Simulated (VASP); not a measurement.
# Al9As10 in VASP: relaxation of the atoms with PBEsol

Aim: the relaxation of the atoms of Al9As10 with PBEsol.

Program: VASP 6.6.1. These are calculated values, not measurements. Logs are shortened: lines on timing, memory, paths and dates and some standing lists are left out, and cuts for length are marked.

## Step 1: The cell of the first run

The cell holds a slab with vacuum, 19 atoms: a = 5.675 Å, b = 6.950 Å, c = 26.420 Å, α = 90.00°, β = 90.00°, γ = 114.09°.

## Step 2: Relaxation of the atoms, PBEsol

File INCAR:

```
PREC = Accurate
ENCUT = 450
EDIFF = 1E-7
ISMEAR = 0
SIGMA = 0.05
LREAL = F
LASPH = T
NELM = 120
ALGO = Normal
ISIF = 2
LWAVE = F
LCHARG = F
LDIPOL = T
IDIPOL = 3
DIPOL = 0.5 0.5 0.500
GGA = PS
IBRION = 2
NSW = 80
EDIFFG = -0.02
GGA_COMPAT = F
NELMIN = 4
NELMDL = -8
KPAR = 4
```

File KPOINTS:

```
Automatic mesh
0
Gamma
  5 4 1
```

File POSCAR:

```
Al9As10
1.0
    5.6745964864      0.0000000000      0.0000000000
   -2.8372982432      6.3443917443      0.0000000000
    0.0000000000      0.0000000000     26.4199051397
As Al
10 9
Direct
    0.1000000000      0.7000000000      0.2838768709
    0.8000000000      0.1000000000      0.3319042329
    0.5000000000      0.5000000000      0.3799315949
    0.2000000000      0.9000000000      0.4279589570
    0.9000000000      0.3000000000      0.4759863190
    0.6000000000      0.7000000000      0.5240136810
    0.3000000000      0.1000000000      0.5720410430
    0.0000000000      0.5000000000      0.6200684051
    0.7000000000      0.9000000000      0.6680957671
    0.4000000000      0.3000000000      0.7161231291
    0.7000000000      0.4000000000      0.3078905519
    0.4000000000      0.8000000000      0.3559179139
    0.1000000000      0.2000000000      0.4039452759
    0.8000000000      0.6000000000      0.4519726380
    0.5000000000      0.0000000000      0.5000000000
    0.2000000000      0.4000000000      0.5480273620
    0.9000000000      0.8000000000      0.5960547241
    0.6000000000      0.2000000000      0.6440820861
    0.3000000000      0.6000000000      0.6921094481
```

Potentials or basis: VASP PAW PBE potentials, release 64 (As, Al).

Launch:

```sh
cat potpaw_PBE.64/As/POTCAR potpaw_PBE.64/Al/POTCAR > POTCAR
mpirun -np 4 vasp_std > vasp.out
```

OUTCAR:

```text
PREC = Accurate
   ENCUT = 450
   EDIFF = 1E-7
   ISMEAR = 0
   LREAL = F
   LASPH = T
   NELM = 120
   ISIF = 2
   GGA = PS
   IBRION = 2
   NSW = 80
   EDIFFG = -0.02
   NELMIN = 4
   NELMDL = -8

 ion  position               nearest neighbor table
   1  0.100  0.700  0.284-  12 2.46  11 2.46
   2  0.800  0.100  0.332-  13 2.46  11 2.46  12 2.46
   3  0.500  0.500  0.380-  11 2.46  12 2.46  13 2.46  14 2.46
   4  0.200  0.900  0.428-  15 2.46  14 2.46  13 2.46  12 2.46
   5  0.900  0.300  0.476-  16 2.46  15 2.46  14 2.46  13 2.46
   6  0.600  0.700  0.524-  14 2.46  15 2.46  16 2.46  17 2.46
   7  0.300  0.100  0.572-  15 2.46  16 2.46  17 2.46  18 2.46
   8  0.000  0.500  0.620-  19 2.46  17 2.46  18 2.46  16 2.46
   9  0.700  0.900  0.668-  17 2.46  19 2.46  18 2.46
  10  0.400  0.300  0.716-  18 2.46  19 2.46
  11  0.700  0.400  0.308-   3 2.46   2 2.46   1 2.46
  12  0.400  0.800  0.356-   1 2.46   3 2.46   2 2.46   4 2.46
  13  0.100  0.200  0.404-   2 2.46   3 2.46   4 2.46   5 2.46
  14  0.800  0.600  0.452-   6 2.46   4 2.46   5 2.46   3 2.46
  15  0.500  0.000  0.500-   4 2.46   7 2.46   6 2.46   5 2.46
  16  0.200  0.400  0.548-   5 2.46   7 2.46   6 2.46   8 2.46
  17  0.900  0.800  0.596-   9 2.46   8 2.46   7 2.46   6 2.46
  18  0.600  0.200  0.644-  10 2.46   8 2.46   9 2.46   7 2.46
  19  0.300  0.600  0.692-   8 2.46   9 2.46  10 2.46

  LATTYP: Found a base centered orthorhombic cell.
 ALAT       =     5.6745964864
 B/A-ratio  =     2.2360679775
 C/A-ratio  =     4.6558209386

  Lattice vectors:

 A1 = (   2.8372982432,  -6.3443917443,   0.0000000000)
 A2 = (   2.8372982432,   6.3443917443,   0.0000000000)
 A3 = (   0.0000000000,   0.0000000000,  26.4199051397)

Analysis of symmetry for initial positions (statically):
=====================================================================
 Subroutine PRICEL returns:
 Original cell was already a primitive cell.

 Routine SETGRP: Setting up the symmetry group for a
 base centered orthorhombic supercell.

 Subroutine GETGRP returns: Found  2 space group operations
 (whereof  2 operations were pure point group operations)
 out of a pool of  8 trial point group operations.

The static configuration has the point symmetry C_2 .

Analysis of symmetry for dynamics (positions and initial velocities):
=====================================================================
 Subroutine PRICEL returns:
 Original cell was already a primitive cell.

 Routine SETGRP: Setting up the symmetry group for a
 base centered orthorhombic supercell.

 Subroutine GETGRP returns: Found  2 space group operations
 (whereof  2 operations were pure point group operations)
 out of a pool of  8 trial point group operations.

The dynamic configuration has the point symmetry C_2 .

 Subroutine INISYM returns: Found  2 space group operations
 (whereof  2 operations are pure point group operations),
 and found     1 'primitive' translations

----------------------------------------------------------------------------------------

                                     Primitive cell

  volume of cell :     951.1658

  direct lattice vectors                    reciprocal lattice vectors
     5.674596486  0.000000000  0.000000000     0.176223984  0.078809761  0.000000000
    -2.837298243  6.344391744  0.000000000     0.000000000  0.157619523  0.000000000
     0.000000000  0.000000000 26.419905140     0.000000000  0.000000000  0.037850249

  length of vectors
     5.674596486  6.949932944 26.419905140     0.193043702  0.157619523  0.037850249

  position of ions in fractional coordinates (direct lattice)
     0.100000000  0.700000000  0.283876871
     0.800000000  0.100000000  0.331904233
     0.500000000  0.500000000  0.379931595
     0.200000000  0.900000000  0.427958957
     0.900000000  0.300000000  0.475986319
     0.600000000  0.700000000  0.524013681
[... 11 lines left out ...]
     0.600000000  0.200000000  0.644082086
     0.300000000  0.600000000  0.692109448

  ion indices of the primitive-cell ions
   primitive index   ion index
                 1           1
                 2           2
[... 68 lines left out ...]
  0.000000  0.000000  0.000000      1.000000
  0.200000  0.000000  0.000000      2.000000
  0.400000  0.000000  0.000000      2.000000
  0.000000  0.250000  0.000000      2.000000
  0.200000  0.250000  0.000000      2.000000
  0.400000  0.250000  0.000000      2.000000
 -0.400000  0.250000  0.000000      2.000000
 -0.200000  0.250000  0.000000      2.000000
  0.000000  0.500000  0.000000      1.000000
  0.200000  0.500000  0.000000      2.000000
  0.400000  0.500000  0.000000      2.000000
   k-points           NKPTS =     11   k-points in BZ     NKDIM =     11   number of bands    NBANDS=     48
   number of dos      NEDOS =    301   number of ions     NIONS =     19
   total plane-waves  NPLWV = 368640
   dimension x,y,z NGX =    40 NGY =   48 NGZ =  192
   dimension x,y,z NGXF=    80 NGYF=   96 NGZF=  384
   ions per type =              10   9
   NGX,Y,Z   is equivalent  to a cutoff of  11.72, 11.48, 12.08 a.u.
   NGXF,Y,Z  is equivalent  to a cutoff of  23.44, 22.96, 24.16 a.u.
 SYSTEM =  unknown system
   PREC   = accura    normal or accurate (medium, high low for compatibility)
   ISTART =      0    job   : 0-new  1-cont  2-samecut
   ICHARG =      2    charge: 1-file 2-atom 10-const
   ISPIN  =      1    spin polarized calculation?
   LNONCOLLINEAR =      F non collinear calculations
   LSORBIT =      F    spin-orbit coupling
   LASPH  =      T    aspherical Exc in radial PAW
   ENCUT  =  450.0 eV  33.07 Ry    5.75 a.u.   9.82 12.02 45.70*2*pi/ulx,y,z
   NELM   =    120;   NELMIN=  4; NELMDL= -8     # of ELM steps
   EDIFF  = 0.1E-06   stopping-criterion for ELM
   LREAL  =      F    real-space projection
   EDIFFG = -.2E-01   stopping-criterion for IOM
   NSW    =     80    number of steps for IOM
   IBRION =      2    ionic relax: 0-MD 1-quasi-New 2-CG
   NFREE  =      1    steps in history (QN), initial steepest desc. (CG)
   ISIF   =      2    stress and relaxation
   ISYM   =      2    0-nonsym 1-usesym 2-fastsym
   POTIM  = 0.5000    time-step for ionic-motion
   TEBEG  =    0.0;   TEEND  =   0.0 temperature during run
   PSTRESS=    0.0 pullay stress
   NELECT =      77.0000    total number of electrons
   NUPDOWN=      -1.0000    fix difference up-down
   EMIN   =  10.00;   EMAX   =-10.00  energy-range for DOS
   EFERMI =   0.00;   METHOD = LEGACY
   ISMEAR =     0;   SIGMA  =   0.05  broadening in eV -4-tet -1-fermi 0-gaus
   EFERMI_NEDOS =   21; number of points for ismear=-14 and -15
   IALGO  =     38    algorithm
   IMIX   =      4    mixing-type and parameters
     AMIX     =   0.40;   BMIX     =  1.00
     AMIX_MAG =   1.60;   BMIX_MAG =  1.00
  volume/ion in A,a.u.               =      50.06       337.83
  Fermi-wavevector in a.u.,A,eV,Ry     =   0.708195  1.338295  6.823873  0.501540
  Thomas-Fermi vector in A             =   1.794446
   LORBIT       =      0    0 simple, 1 ext, 2 COOP (PROOUT), +10 PAW based schemes
   GGA     = PS    functional components
   LHFCALC =     F    Hartree Fock is set to
   AEXX    =    0.0000 exact exchange contribution
   IVDW    =     0    specifies the selected vdW correction
   LEPSILON=     F    determine dielectric tensor
   LRPA    =     F    only Hartree local field effects (RPA)
 conjugate gradient relaxation of ions
 non-spin polarized calculation
 Gauss-broadening in eV      SIGMA  =   0.05
  energy-cutoff  :      450.00
  volume of cell :      951.17
 maximum number of plane-waves:     20669
   NGX = 19   NGY = 25   NGZ = 91

--------------------------------------- Ionic step        1  -------------------------------------------

 number of electron      76.9999995 magnetization

 Free energy of the ion-electron system (eV)
  ---------------------------------------------------
  ext. energy  EPLUGINS =         0.00000000
  ---------------------------------------------------
  free energy    TOTEN  =       -88.50494929 eV

  energy without entropy =      -88.48650780  energy(sigma->0) =      -88.49572855

------------------------ aborting loop because EDIFF is reached ----------------------------------------

  FORCE on cell =-STRESS in cart. coord.  units (eV):
  Direction    XX          YY          ZZ          XY          YZ          ZX
  --------------------------------------------------------------------------------------
  -------------------------------------------------------------------------------------
  Total       -4.7735840     -4.6929479      0.5416917      0.0000000     -1.2640418      0.0000000
  in kB       -8.0407937     -7.9049674      0.9124446      0.0000000     -2.1291967      0.0000000
  external PRESSURE =      -5.0111055 kB  Pullay stress =       0.0000000 kB
[... 140 lines left out ...]
  FREE ENERGIE OF THE ION-ELECTRON SYSTEM (eV)
  ---------------------------------------------------
  free  energy   TOTEN  =       -89.4562256072 eV

  energy  without entropy=      -89.4408782585  energy(sigma->0) =      -89.44855193

 dipolmoment           0.000000      0.000000      0.000000 electrons x Angstroem

[... ionic steps 4 to 34 ...]

--------------------------------------- Ionic step       35  -------------------------------------------

 number of electron      76.9999997 magnetization

------------------------ aborting loop because EDIFF is reached ----------------------------------------
[... 101 lines left out ...]
--------------------------------------- Ionic step       37  -------------------------------------------

 number of electron      76.9999997 magnetization

 dipolmoment           0.000000      0.000000     -0.000000 electrons x Angstroem

 Free energy of the ion-electron system (eV)
  ---------------------------------------------------
  ext. energy  EPLUGINS =         0.00000000
  ---------------------------------------------------
  free energy    TOTEN  =       -90.56898757 eV

  energy without entropy =      -90.56254317  energy(sigma->0) =      -90.56576537

 E-fermi :  -0.6214     XC(G=0):  -4.7772

 val. band max:       -0.6576830660   @ k =   0.4000   0.0000   0.0000
 cond. band min:      -0.5864371949   @ k =   0.0000   0.2500   0.0000
 fundamental gap:      0.0712458711
 Fermi energy:        -0.6214107689

 k-point     1 :       0.0000    0.0000    0.0000
  band No.  band energies     occupation
      1     -12.8130      2.00000
      2     -12.4236      2.00000
      3     -11.8794      2.00000
      4     -11.3266      2.00000
      5     -11.1510      2.00000
      6     -11.1049      2.00000
[... 550 lines left out ...]
     47       2.0922      0.00000
     48       2.1979      0.00000

------------------------ aborting loop because EDIFF is reached ----------------------------------------

 vacuum level on the upper side and lower side of the slab       (xc-potential included)        -0.064        -0.064

  FORCE on cell =-STRESS in cart. coord.  units (eV):
  Direction    XX          YY          ZZ          XY          YZ          ZX
  --------------------------------------------------------------------------------------
  -------------------------------------------------------------------------------------
  Total       -9.1572026    -11.0072489     -0.1217085      0.0000000     -0.0936591      0.0000000
  in kB      -15.4247160    -18.5409994     -0.2050100      0.0000000     -0.1577627      0.0000000
  external PRESSURE =     -11.3902418 kB  Pullay stress =       0.0000000 kB
[... 34 lines left out ...]
  FREE ENERGIE OF THE ION-ELECTRON SYSTEM (eV)
  ---------------------------------------------------
  free  energy   TOTEN  =       -90.5689875651 eV

  energy  without entropy=      -90.5625431683  energy(sigma->0) =      -90.56576537

 reached required accuracy - stopping structural energy minimisation

 vacuum level on the upper side and lower side of the slab         4.104         4.104
```

Run time: 80 min. Hardware: 4 MPI ranks of Intel Xeon Platinum 8488C (Sapphire Rapids), shared host; peak memory 1 GiB.

Results:

```yaml
Free_energy: -90.5690 eV
Energy_gained_by_relaxing: 108.6 meV/atom
Ionic_steps: 37
Largest_force_after_relaxing: 0.018 eV/Å
Band_gap_on_the_k_mesh: zero (an odd number of electrons rules out a gap without spin polarisation)
```

Forces on the atoms (eV/Å):
```
As   0.012  0.008  0.005
As  -0.009  0.004  0.004
As  -0.001  0.003  0.005
As   0.002 -0.002  0.003
As  -0.009 -0.006  0.011
As  -0.009  0.006 -0.011
As   0.002  0.002 -0.003
As  -0.001 -0.003 -0.005
As  -0.009 -0.004 -0.004
As   0.012 -0.008 -0.005
Al  -0.002  0.003  0.004
Al   0.010 -0.012 -0.007
Al  -0.009  0.009 -0.013
Al   0.003 -0.008  0.003
Al   0.010  0.000  0.000
Al   0.003  0.008 -0.003
Al  -0.009 -0.009  0.013
Al   0.010  0.012  0.007
Al  -0.002 -0.003 -0.004
```

Step by step:
| step | energy change (eV) | largest force (eV/Å) | pressure (GPa) |
| --- | --- | --- | --- |
| 1 | 0.0000 | 1.7040 | -0.50 |
| 2 | -0.3841 | 1.3985 | -0.46 |
| 3 | -0.9513 | 1.2182 | -0.36 |
| 4 | -1.2573 | 0.7410 | -0.52 |
| 5 | -1.5275 | 0.7158 | -0.85 |
| 6 | -1.6267 | 0.5837 | -0.88 |
| 7 | -1.6624 | 0.4905 | -0.89 |
| 8 | -1.7307 | 0.4379 | -0.91 |
| 9 | -1.8091 | 0.6165 | -0.95 |
| 10 | -1.8542 | 0.5483 | -0.98 |
| 11 | -1.9419 | 0.3808 | -1.09 |
| 12 | -1.8591 | 0.7373 | -1.25 |
| 13 | -1.9562 | 0.3366 | -1.14 |
| 14 | -1.9850 | 0.2358 | -1.13 |
| 15 | -2.0032 | 0.1499 | -1.11 |
| 16 | -2.0136 | 0.1402 | -1.11 |
| 17 | -2.0252 | 0.1650 | -1.11 |
| 18 | -2.0354 | 0.1116 | -1.12 |
| 19 | -2.0433 | 0.1321 | -1.11 |
| 20 | -2.0491 | 0.0783 | -1.09 |
| 21 | -2.0503 | 0.0834 | -1.07 |
| 22 | -2.0535 | 0.0570 | -1.06 |
| 23 | -2.0545 | 0.0600 | -1.06 |
| 24 | -2.0566 | 0.0435 | -1.06 |
| 25 | -2.0568 | 0.0475 | -1.06 |
| 26 | -2.0580 | 0.0264 | -1.05 |
| 27 | -2.0582 | 0.0437 | -1.05 |
| 28 | -2.0593 | 0.0341 | -1.06 |
| 29 | -2.0598 | 0.0461 | -1.07 |
| 30 | -2.0607 | 0.0337 | -1.08 |
| 31 | -2.0615 | 0.0536 | -1.11 |
| 32 | -2.0615 | 0.0455 | -1.11 |
| 33 | -2.0624 | 0.0277 | -1.11 |
| 34 | -2.0625 | 0.0343 | -1.12 |
| 35 | -2.0632 | 0.0236 | -1.12 |
| 36 | -2.0635 | 0.0402 | -1.13 |
| 37 | -2.0640 | 0.0180 | -1.14 |

Final structure:
```cif
data_structure
_symmetry_space_group_name_H-M 'P 1'
_symmetry_Int_Tables_number 1
_cell_length_a 5.6746
_cell_length_b 6.9499
_cell_length_c 26.4199
_cell_angle_alpha 90.000
_cell_angle_beta 90.000
_cell_angle_gamma 114.095
_cell_volume 951.17
loop_
_atom_site_label
_atom_site_type_symbol
_atom_site_fract_x
_atom_site_fract_y
_atom_site_fract_z
_atom_site_occupancy
As1 As 0.05053 0.79422 0.28788 1
As2 As 0.83010 0.07093 0.32499 1
As3 As 0.48260 0.49666 0.37802 1
As4 As 0.20357 0.89429 0.42947 1
As5 As 0.89942 0.30080 0.47420 1
As6 As 0.59863 0.69920 0.52580 1
As7 As 0.30928 0.10571 0.57053 1
As8 As 0.98594 0.50334 0.62198 1
As9 As 0.75917 0.92907 0.67501 1
As10 As 0.25631 0.20578 0.71212 1
Al1 Al 0.81025 0.44444 0.32423 1
Al2 Al 0.38873 0.81347 0.35198 1
Al3 Al 0.09246 0.18452 0.40300 1
Al4 Al 0.78929 0.59972 0.45141 1
Al5 Al 0.50514 0.00000 0.50000 1
Al6 Al 0.18957 0.40027 0.54859 1
Al7 Al 0.90794 0.81548 0.59700 1
Al8 Al 0.57526 0.18653 0.64802 1
Al9 Al 0.36581 0.55556 0.67577 1
```

Levels at points of the mesh, in eV from the Fermi level:
| k point | band 34 | band 35 | band 36 | band 37 | band 38 | band 39 | band 40 | band 41 | band 42 | band 43 |
| --- | --- | --- | --- | --- | --- | --- | --- | --- | --- | --- |
| (0.00, 0.00, 0.00) | -1.37 | -1.23 | -1.09 | -0.95 | -0.60 | 0.54 | 0.59 | 0.76 | 1.32 | 1.49 |
| (0.00, 0.50, 0.00) | -1.77 | -1.59 | -1.26 | -1.14 | -0.96 | -0.40 | -0.29 | 0.87 | 1.11 | 1.65 |

Caveat: the PAW data sets were made with another functional, which shifts forces and pressure a little; an odd number of electrons without spin polarisation forces a metal; a magnetic or distorted state may lie lower.

The gap in the log of VASP goes by the Fermi energy; the results here count the filled bands.